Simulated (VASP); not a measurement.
Wanted: the native input for a VASP 6.6.1 run.

| Property | Result |
| --- | --- |
| Task | single point |
| Functional | r2SCAN |
| Potentials or basis | VASP PAW PBE potentials, release 64 (Ga_d, N) |
| Cutoff | 520 eV |
| k mesh | 10 × 10 × 10 |
| Occupations | gaussian, width 0.05 eV |
| Spin | no spin polarisation |
| Dipole correction | no |
| Further INCAR settings | ALGO = Normal; EDIFF = 1e-06; NBANDS = 16 |

Crystal: GaN.

```
CELL_PARAMETERS angstrom
0.00000 2.36618 2.14083
2.36618 0.00000 2.14083
2.36618 2.36618 0.00000
ATOMIC_POSITIONS crystal
Ga 0.00000 0.00000 0.00000
N 0.75000 0.75000 0.75000
```

This cell differs from its parent crystal: strain +0.050 along x and y, -0.050 along z.

These files were run (other wordings do the same):

POSCAR

```
GaN
1.0
    0.0000000000      2.3661756379      2.1408255771
    2.3661756379      0.0000000000      2.1408255771
    2.3661756379      2.3661756379      0.0000000000
Ga N
1 1
Direct
    0.0000000000      0.0000000000      0.0000000000
    0.7500000000      0.7500000000      0.7500000000
```

INCAR.step1

```
SYSTEM = GaN
PREC     = Accurate       ! precision mode
ENCUT    = 520            ! plane-wave cutoff, eV
ISMEAR   = 0              ! smearing method
SIGMA    = 0.05           ! smearing width, eV
LREAL    = .False.        ! projectors in reciprocal space
LASPH    = .True.         ! aspherical terms in the spheres
NELM     = 60             ! most SCF steps
NBANDS   = 16             ! bands
GGA      = PE             ! functional
ALGO     = Normal         ! electronic algorithm
EDIFF    = 1E-4           ! SCF threshold, eV
LWAVE    = .True.         ! write WAVECAR
LCHARG   = .False.        ! write CHGCAR
```

INCAR.step2

```
SYSTEM = GaN
PREC     = Accurate       ! precision mode
ENCUT    = 520            ! plane-wave cutoff, eV
EDIFF    = 1E-6           ! SCF threshold, eV
ISMEAR   = 0              ! smearing method
SIGMA    = 0.05           ! smearing width, eV
LREAL    = .False.        ! projectors in reciprocal space
LASPH    = .True.         ! aspherical terms in the spheres
NELM     = 60             ! most SCF steps
ALGO     = Normal         ! electronic algorithm
ISIF     = 2              ! what is computed and relaxed
LWAVE    = .False.        ! write WAVECAR
LCHARG   = .True.         ! write CHGCAR
METAGGA  = R2SCAN         ! meta-GGA
LMIXTAU  = .True.       
LELF     = .True.         ! ELF
LVHAR    = .True.       
NBANDS   = 16             ! bands
ISTART   = 1
```

KPOINTS

```
Automatic mesh
0
Gamma
  10 10 10
  0 0 0
```

Potentials or basis: VASP PAW PBE potentials, release 64 (Ga_d, N).

Run with:

```bash
$ cat potpaw_PBE.64/Ga_d/POTCAR potpaw_PBE.64/N/POTCAR > POTCAR
$ cp INCAR.step1 INCAR
$ mpirun -np 1 vasp_std > vasp.out
$ cp INCAR.step2 INCAR
$ mpirun -np 1 vasp_std > vasp.out
```

It gave:

The pressure is -8.9 GPa and the band gap on the k mesh is 1.53 eV.

Caveat: the cell differs from its parent crystal (strain +0.050 along x and y, -0.050 along z); the stress differs along the axes, from -12 to -2 GPa; the PAW data sets were made with another functional, which shifts forces and pressure a little.

It took 3.2 min on 1 thread of Intel Xeon 8259CL, on a shared host, peak memory 0.18 GiB.
